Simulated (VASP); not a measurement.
## In: density of states with PBE

In:

```
CELL_PARAMETERS angstrom
-1.69510 1.69510 2.39225
1.69510 -1.69510 2.39225
1.69510 1.69510 -2.39225
ATOMIC_POSITIONS crystal
In 0.00000 0.00000 0.00000
```

```
Program                 : VASP 6.6.1
Task                    : density of states
Functional              : PBE
Potentials or basis     : VASP PAW PBE potentials, release 64 (In_d)
Cutoff                  : 520 eV
k mesh                  : 18 × 18 × 18
Occupations             : gaussian, width 0.1 eV
Spin                    : no spin polarisation
Dipole correction       : no
k mesh for the DOS      : 27 × 27 × 27
Occupations for the DOS : tetrahedron
Further INCAR settings  : ALGO = Fast; EDIFF = 1e-07
```

```json
{
 "Valence electrons inside the program's atomic spheres": "In 11.31"
}
```

Levels at points of the mesh, in eV from the Fermi level:
| k point | band 3 | band 4 | band 5 | band 6 | band 7 | band 8 | band 9 | band 10 |
| --- | --- | --- | --- | --- | --- | --- | --- | --- |
| (0.00, 0.00, 0.00) | -14.60 | -14.46 | -14.45 | -9.22 | 10.11 | 10.11 | 10.11 | 11.39 |

Run time: 4.3 min on 1 thread of Intel(R) Xeon(R) 6975P-C (Granite Rapids), on a shared host, peak memory 0.53 GiB.

Caveat: spin-orbit coupling is left out, which moves the levels of the heavy elements.
